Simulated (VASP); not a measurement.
SnS2, 3 atoms in the cell. The structure is trigonal, space group P-3m1 (No. 164). The conventional cell has a = 3.639 Å, b = 3.639 Å, c = 5.868 Å, α = 90.00°, β = 90.00°, γ = 120.00°. Within 3.4 Å of Sn (site symmetry -3m) lie 6 S at 2.56 Å. S (site symmetry 3m) has 3 Sn at 2.56 Å within 3.4 Å. 

```yaml
Program: VASP 6.6.1
Task: relaxation of cell and atoms
Functional: r2SCAN
Dispersion: D4
Potentials_or_basis: VASP PAW PBE potentials, release 64 (Sn_d, S)
Cutoff: 550 eV
k_mesh: 6 × 6 × 4
Occupations: gaussian, width 0.01 eV
Spin: no spin polarisation
Dipole_correction: no
Further_INCAR_settings: ALGO = Normal; EDIFF = 1e-07; IBRION = 2; EDIFFG = -0.01; NSW = 80; ISIF = 3
```

Potentials or basis: VASP PAW PBE potentials, release 64 (Sn_d, S).

Launch:

```bash
$ cat potpaw_PBE.64/Sn_d/POTCAR potpaw_PBE.64/S/POTCAR > POTCAR
$ cp INCAR.step1 INCAR
$ mpirun -np 1 vasp_std > vasp.out
$ cp INCAR.step2 INCAR
$ mpirun -np 1 vasp_std > vasp.out
```

Hardware: 1 thread of Intel Xeon 8259CL, with other jobs on the host.

Question: Estimate the wall time of this run.

Answer: It took 29 min on 1 thread of Intel Xeon 8259CL, on a shared host, peak memory 0.23 GiB. Counts: k points 24, ion steps 8.
